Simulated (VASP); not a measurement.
# Ge in VASP: a series of runs

Ge is run at these levels: PBE; tasks: single point.

Everything below comes from runs of VASP 6.6.1. Logs are shortened: lines on timing, memory, paths and dates and some standing lists are left out, and cuts for length are marked.

## 1. The cell of the first run

The cell holds a slab with vacuum, 2 atoms: a = 4.116 Å, b = 4.116 Å, c = 28.000 Å, α = 90.00°, β = 90.00°, γ = 120.00°.

## 2. Single point, PBE

Input file INCAR:

```
PREC = Accurate
ENCUT = 520
EDIFF = 1E-6
ISMEAR = 0
SIGMA = 0.1
LREAL = False
LASPH = True
NELM = 100
ALGO = Normal
ISIF = 2
LWAVE = False
LCHARG = False
LDIPOL = True
IDIPOL = 3
DIPOL = 0.5 0.5 0.500
GGA = PE
NBANDS = 21
```

Input file KPOINTS:

```
regular mesh
0
Gamma
  12 12 1
```

Input file POSCAR:

```
Ge
1.0
    4.1160000000      0.0000000000      0.0000000000
   -2.0580000000      3.5645605620      0.0000000000
    0.0000000000      0.0000000000     28.0000000000
Ge
2
Direct
    0.3333333333      0.6666666667      0.5129821429
    0.6666666667      0.3333333333      0.4870178571
```

Potentials or basis: VASP PAW PBE potentials, release 64 (Ge_d).

Started as:

```sh
$ cat potpaw_PBE.64/Ge_d/POTCAR > POTCAR
$ mpirun -np 1 vasp_std > vasp.out
```

OUTCAR:

```text
PREC = Accurate
   ENCUT = 520
   EDIFF = 1E-6
   ISMEAR = 0
   LREAL = False
   LASPH = True
   NELM = 100
   ISIF = 2
   GGA = PE

 ion  position               nearest neighbor table
   1  0.333  0.667  0.513-   2 2.49   2 2.49   2 2.49
   2  0.667  0.333  0.487-   1 2.49   1 2.49   1 2.49

  LATTYP: Found a hexagonal cell.
 ALAT       =     4.1160000000
 C/A-ratio  =     6.8027210884

  Lattice vectors:

 A1 = (   4.1160000000,   0.0000000000,   0.0000000000)
 A2 = (  -2.0580000000,   3.5645605620,   0.0000000000)
 A3 = (   0.0000000000,   0.0000000000,  28.0000000000)

Analysis of symmetry for initial positions (statically):
=====================================================================
 Subroutine PRICEL returns:
 Original cell was already a primitive cell.

 Routine SETGRP: Setting up the symmetry group for a
 hexagonal supercell.

 Subroutine GETGRP returns: Found 12 space group operations
 (whereof 12 operations were pure point group operations)
 out of a pool of 24 trial point group operations.

The static configuration has the point symmetry D_3d.

Analysis of symmetry for dynamics (positions and initial velocities):
=====================================================================
 Subroutine PRICEL returns:
 Original cell was already a primitive cell.

 Routine SETGRP: Setting up the symmetry group for a
 hexagonal supercell.

 Subroutine GETGRP returns: Found 12 space group operations
 (whereof 12 operations were pure point group operations)
 out of a pool of 24 trial point group operations.

The dynamic configuration has the point symmetry D_3d.

 Subroutine INISYM returns: Found 12 space group operations
 (whereof 12 operations are pure point group operations),
 and found     1 'primitive' translations

----------------------------------------------------------------------------------------

                                     Primitive cell

  volume of cell :     410.8085

  direct lattice vectors                    reciprocal lattice vectors
     4.116000000  0.000000000  0.000000000     0.242954325  0.140269745  0.000000000
    -2.058000000  3.564560562  0.000000000     0.000000000  0.280539489  0.000000000
     0.000000000  0.000000000 28.000000000     0.000000000  0.000000000  0.035714286

  length of vectors
     4.116000000  4.116000000 28.000000000     0.280539489  0.280539489  0.035714286

  position of ions in fractional coordinates (direct lattice)
     0.333333333  0.666666667  0.512982143
     0.666666667  0.333333333  0.487017857

  ion indices of the primitive-cell ions
   primitive index   ion index
[... 74 lines left out ...]
   ISIF   =      2    stress and relaxation
   ISYM   =      2    0-nonsym 1-usesym 2-fastsym
   POTIM  = 0.5000    time-step for ionic-motion
   TEBEG  =    0.0;   TEEND  =   0.0 temperature during run
   PSTRESS=    0.0 pullay stress
   NELECT =      28.0000    total number of electrons
   NUPDOWN=      -1.0000    fix difference up-down
   EMIN   =  10.00;   EMAX   =-10.00  energy-range for DOS
   EFERMI =   0.00;   METHOD = LEGACY
   ISMEAR =     0;   SIGMA  =   0.10  broadening in eV -4-tet -1-fermi 0-gaus
   EFERMI_NEDOS =   21; number of points for ismear=-14 and -15
   IALGO  =     38    algorithm
   IMIX   =      4    mixing-type and parameters
     AMIX     =   0.40;   BMIX     =  1.00
     AMIX_MAG =   1.60;   BMIX_MAG =  1.00
  volume/ion in A,a.u.               =     205.40      1386.14
  Fermi-wavevector in a.u.,A,eV,Ry     =   0.668725  1.263707  6.084436  0.447193
  Thomas-Fermi vector in A             =   1.743724
   LORBIT       =      0    0 simple, 1 ext, 2 COOP (PROOUT), +10 PAW based schemes
   GGA     = PE    functional components
   LHFCALC =     F    Hartree Fock is set to
   AEXX    =    0.0000 exact exchange contribution
   IVDW    =     0    specifies the selected vdW correction
   LEPSILON=     F    determine dielectric tensor
   LRPA    =     F    only Hartree local field effects (RPA)
 non-spin polarized calculation
 Gauss-broadening in eV      SIGMA  =   0.10
  energy-cutoff  :      520.00
  volume of cell :      410.81
 maximum number of plane-waves:     11151
 NGX is ok and might be reduce to    32
   NGX = 15   NGY = 15   NGZ =105

 dipolmoment           0.000000      0.000000      0.000000 electrons x Angstroem

 number of electron      28.0000027 magnetization

 dipolmoment           0.000000      0.000000     -0.000000 electrons x Angstroem

 Free energy of the ion-electron system (eV)
  ---------------------------------------------------
  ext. energy  EPLUGINS =         0.00000000
  ---------------------------------------------------
  free energy    TOTEN  =        -8.05241898 eV

  energy without entropy =       -8.05085178  energy(sigma->0) =       -8.05163538

 E-fermi :  -3.4764     XC(G=0):  -1.6283

 val. band max:       -3.8806531383   @ k =   0.0000   0.0000   0.0000
 cond. band min:      -3.4764238316   @ k =   0.3333   0.3333   0.0000
 fundamental gap:      0.4042293067
 Fermi energy:        -3.4764238664

 k-point     1 :       0.0000    0.0000    0.0000
  band No.  band energies     occupation
      1     -27.9292      2.00000
      2     -27.9292      2.00000
      3     -27.8919      2.00000
      4     -27.8877      2.00000
      5     -27.8877      2.00000
      6     -27.8437      2.00000
[... 445 lines left out ...]
     20       3.3061      0.00000
     21       3.4751      0.00000

------------------------ aborting loop because EDIFF is reached ----------------------------------------

 vacuum level on the upper side and lower side of the slab       (xc-potential included)        -0.006        -0.006

  FORCE on cell =-STRESS in cart. coord.  units (eV):
  Direction    XX          YY          ZZ          XY          YZ          ZX
  --------------------------------------------------------------------------------------
  -------------------------------------------------------------------------------------
  Total       -1.0841660     -1.0841660     -0.2025377     -0.0000000      0.0000000     -0.0000000
  in kB       -4.2283115     -4.2283115     -0.7899092     -0.0000000      0.0000000     -0.0000000
  external PRESSURE =      -3.0821774 kB  Pullay stress =       0.0000000 kB

 VOLUME and BASIS-vectors are now :
 -----------------------------------------------------------------------------
  energy-cutoff  :      520.00
  volume of cell :      410.81
      direct lattice vectors                 reciprocal lattice vectors
     4.116000000  0.000000000  0.000000000     0.242954325  0.140269745  0.000000000
    -2.058000000  3.564560562  0.000000000     0.000000000  0.280539489  0.000000000
     0.000000000  0.000000000 28.000000000     0.000000000  0.000000000  0.035714286

 POSITION                                       TOTAL-FORCE (eV/Angst)
 -----------------------------------------------------------------------------------
     -0.00000      2.37637     14.36350        -0.000000      0.000000     -0.262981
      2.05800      1.18819     13.63650         0.000000      0.000000      0.262981
 -----------------------------------------------------------------------------------
    total drift:                               -0.000000      0.000000     -0.000000

  FREE ENERGIE OF THE ION-ELECTRON SYSTEM (eV)
  ---------------------------------------------------
  free  energy   TOTEN  =        -8.0524189832 eV

  energy  without entropy=       -8.0508517818  energy(sigma->0) =       -8.05163538

 vacuum level on the upper side and lower side of the slab         1.006         1.006
```

OSZICAR:

```text
N       E                     dE             d eps       ncg     rms          rms(c)
DAV:   1     0.150679990574E+03    0.15068E+03   -0.13660E+04   950   0.125E+03
DAV:   2     0.827742945618E+01   -0.14240E+03   -0.13855E+03  1116   0.252E+02
DAV:   3    -0.744099633173E+01   -0.15718E+02   -0.15641E+02  1021   0.107E+02
DAV:   4    -0.816214276484E+01   -0.72115E+00   -0.72054E+00  1056   0.263E+01
[... 12 lines left out ...]
DAV:  17    -0.805239917884E+01   -0.23074E-04   -0.10168E-06   772   0.820E-03    0.443E-04
DAV:  18    -0.805241028451E+01   -0.11106E-04   -0.30404E-07   820   0.216E-03    0.546E-04
DAV:  19    -0.805241680362E+01   -0.65191E-05   -0.18616E-07   759   0.183E-03    0.207E-04
DAV:  20    -0.805241857005E+01   -0.17664E-05   -0.28097E-08   757   0.130E-03    0.129E-04
DAV:  21    -0.805241898321E+01   -0.41316E-06   -0.40068E-09   626   0.527E-04
   1 F= -.80524190E+01 E0= -.80516354E+01  d E =-.156720E-02
```

Run time: 4 min. Hardware: 1 thread of AMD EPYC 7R13 (Zen 3), shared host; peak memory 0.51 GiB.

What came out:

- Free energy: -8.0524 eV
- Largest force: 0.263 eV/Å
- Band gap on the k mesh: zero (filled and empty bands touch)

Forces in eV/Å, atoms in the order of the input:
```
Ge   0.000  0.000 -0.263
Ge   0.000  0.000  0.263
```

## 3. Single point, PBE

Input file INCAR:

```
ALGO     = Normal         # electronic algorithm
DIPOL    = 0.5 0.5 0.500
EDIFF    = 1E-6           # SCF threshold, eV
ENCUT    = 520            # plane-wave cutoff, eV
GGA      = PE             # functional
IDIPOL   = 3            
ISIF     = 2              # what is computed and relaxed
ISMEAR   = 0              # smearing method
LASPH    = True           # aspherical terms in the spheres
LCHARG   = False          # write CHGCAR
LDIPOL   = True         
LREAL    = False          # projectors in reciprocal space
LWAVE    = False          # write WAVECAR
NBANDS   = 21             # bands
NELM     = 80             # most SCF steps
PREC     = Accurate       # precision mode
SIGMA    = 0.1            # smearing width, eV
```

Input file KPOINTS:

```
k-points
0
Gamma
  12 12 1
```

Input file POSCAR:

```
Ge
1.0
    4.1160000000      0.0000000000      0.0000000000
   -2.0580000000      3.5645605620      0.0000000000
    0.0000000000      0.0000000000     28.0000000000
Ge
2
Direct
    0.3333333333      0.6666666667      0.5181785714
    0.6666666667      0.3333333333      0.4818214286
```

Potentials or basis: VASP PAW PBE potentials, release 64 (Ge_d).

Started as:

```sh
$ cat potpaw_PBE.64/Ge_d/POTCAR > POTCAR
$ mpirun -np 1 vasp_std > vasp.out
```

OUTCAR:

```text
EDIFF = 1E-6
   ENCUT = 520
   GGA = PE
   ISIF = 2
   ISMEAR = 0
   LASPH = True
   LREAL = False
   NELM = 80
   PREC = Accurate

 ion  position               nearest neighbor table
   1  0.333  0.667  0.518-   2 2.59   2 2.59   2 2.59
   2  0.667  0.333  0.482-   1 2.59   1 2.59   1 2.59

  LATTYP: Found a hexagonal cell.
 ALAT       =     4.1160000000
 C/A-ratio  =     6.8027210884

  Lattice vectors:

 A1 = (   4.1160000000,   0.0000000000,   0.0000000000)
 A2 = (  -2.0580000000,   3.5645605620,   0.0000000000)
 A3 = (   0.0000000000,   0.0000000000,  28.0000000000)

Analysis of symmetry for initial positions (statically):
=====================================================================
 Subroutine PRICEL returns:
 Original cell was already a primitive cell.

 Routine SETGRP: Setting up the symmetry group for a
 hexagonal supercell.

[... 159 lines left out ...]
  free energy    TOTEN  =        -7.79669268 eV

  energy without entropy =       -7.79017727  energy(sigma->0) =       -7.79343497

 E-fermi :  -3.2601     XC(G=0):  -1.6752

 val. band max:       -3.2609601771   @ k =   0.0833  -0.0000   0.0000
 cond. band min:      -3.2060585600   @ k =   0.3333   0.2500   0.0000
 fundamental gap:      0.0549016172
 Fermi energy:        -3.2601069594

 k-point     1 :       0.0000    0.0000    0.0000
  band No.  band energies     occupation
      1     -27.6584      2.00000
      2     -27.6584      2.00000
      3     -27.6220      2.00000
      4     -27.6015      2.00000
      5     -27.6015      2.00000
      6     -27.5987      2.00000
[... 445 lines left out ...]
     20       3.6987      0.00000
     21       3.6987      0.00000

------------------------ aborting loop because EDIFF is reached ----------------------------------------

 vacuum level on the upper side and lower side of the slab       (xc-potential included)        -0.007        -0.007

  FORCE on cell =-STRESS in cart. coord.  units (eV):
  Direction    XX          YY          ZZ          XY          YZ          ZX
  --------------------------------------------------------------------------------------
  -------------------------------------------------------------------------------------
  Total       -1.6548876     -1.6548876     -1.4590419      0.0000000      0.0000000     -0.0000000
  in kB       -6.4541594     -6.4541594     -5.6903495      0.0000000      0.0000000     -0.0000000
  external PRESSURE =      -6.1995561 kB  Pullay stress =       0.0000000 kB

 VOLUME and BASIS-vectors are now :
 -----------------------------------------------------------------------------
  energy-cutoff  :      520.00
  volume of cell :      410.81
      direct lattice vectors                 reciprocal lattice vectors
     4.116000000  0.000000000  0.000000000     0.242954325  0.140269745  0.000000000
    -2.058000000  3.564560562  0.000000000     0.000000000  0.280539489  0.000000000
     0.000000000  0.000000000 28.000000000     0.000000000  0.000000000  0.035714286

 POSITION                                       TOTAL-FORCE (eV/Angst)
 -----------------------------------------------------------------------------------
     -0.00000      2.37637     14.50900        -0.000000     -0.000000     -1.423511
      2.05800      1.18819     13.49100         0.000000      0.000000      1.423511
 -----------------------------------------------------------------------------------
    total drift:                               -0.000000      0.000000     -0.000000

  FREE ENERGIE OF THE ION-ELECTRON SYSTEM (eV)
  ---------------------------------------------------
  free  energy   TOTEN  =        -7.7966926791 eV

  energy  without entropy=       -7.7901772653  energy(sigma->0) =       -7.79343497

 vacuum level on the upper side and lower side of the slab         0.970         0.970
```

Run time: 3.6 min. Hardware: 1 thread of AMD EPYC 7R13 (Zen 3), shared host; peak memory 0.51 GiB.

What came out:

| Property | Result |
| --- | --- |
| Free energy | -7.7967 eV |
| Largest force | 1.424 eV/Å |
| Band gap on the k mesh | zero (bands 14 and 15 overlap by 0.50 eV) |

Forces on the atoms (eV/Å):
```
Ge   0.000  0.000 -1.424
Ge   0.000  0.000  1.424
```

Levels at points of the mesh, in eV from the Fermi level:
| k point | band 10 | band 11 | band 12 | band 13 | band 14 | band 15 | band 16 | band 17 | band 18 | band 19 |
| --- | --- | --- | --- | --- | --- | --- | --- | --- | --- | --- |
| (0.00, 0.00, 0.00) | -24.18 | -10.48 | -4.28 | 0.15 | 0.15 | 1.06 | 1.43 | 3.85 | 3.85 | 4.03 |
| (0.50, 0.00, 0.00) | -24.15 | -8.62 | -6.92 | -1.50 | -1.27 | 0.20 | 2.07 | 4.57 | 5.74 | 5.98 |

## 4. Single point, PBE

This run uses another cell than the first one.

Input file INCAR:

```
PREC = Accurate
ENCUT = 520
EDIFF = 1E-6
ISMEAR = 0
SIGMA = 0.1
LREAL = F
LASPH = T
NELM = 100
ALGO = Normal
ISIF = 2
LWAVE = F
LCHARG = T
LDIPOL = T
IDIPOL = 3
DIPOL = 0.5 0.5 0.500
GGA = PE
LELF = T
LVHAR = T
LVACPOTAV = T
NBANDS = 21
```

Input file KPOINTS:

```
Automatic mesh
0
Gamma
  12 12 1
```

Input file POSCAR:

```
Ge
1.0
    4.1810000000      0.0000000000      0.0000000000
   -2.0905000000      3.6208522132      0.0000000000
    0.0000000000      0.0000000000     28.0000000000
Ge
2
Direct
    0.3333333333      0.6666666667      0.5051964286
    0.6666666667      0.3333333333      0.4948035714
```

Started as:

```sh
$ cat potpaw_PBE.64/Ge_d/POTCAR > POTCAR
$ mpirun -np 1 vasp_std > vasp.out
```

Run time: 4.2 min. Hardware: 1 thread of AMD EPYC 7R13 (Zen 3), shared host; peak memory 0.5 GiB.

It converged, with:

```yaml
Free_energy: -7.8918 eV
Largest_force: 0.527 eV/Å
Band_gap_on_the_k_mesh: zero (bands 14 and 15 overlap by 1.48 eV)
Work_function_of_the_upper_face: 4.78 eV
Work_function_of_the_lower_face: 4.78 eV
```

Forces on the atoms (eV/Å):
```
Ge   0.000  0.000  0.527
Ge   0.000  0.000 -0.527
```

Levels at points of the mesh, in eV from the Fermi level:
| k point | band 11 | band 12 | band 13 | band 14 | band 15 | band 16 | band 17 | band 18 |
| --- | --- | --- | --- | --- | --- | --- | --- | --- |
| (0.00, 0.00, 0.00) | -11.29 | -2.68 | -1.16 | -1.16 | -1.10 | 3.31 | 3.42 | 3.42 |
| (0.50, 0.00, 0.00) | -9.44 | -7.65 | -2.53 | -0.63 | 0.79 | 1.15 | 6.05 | 6.49 |

(Continued in part 2 of 2.)

The gap in the log of VASP goes by the Fermi energy; the results here count the filled bands.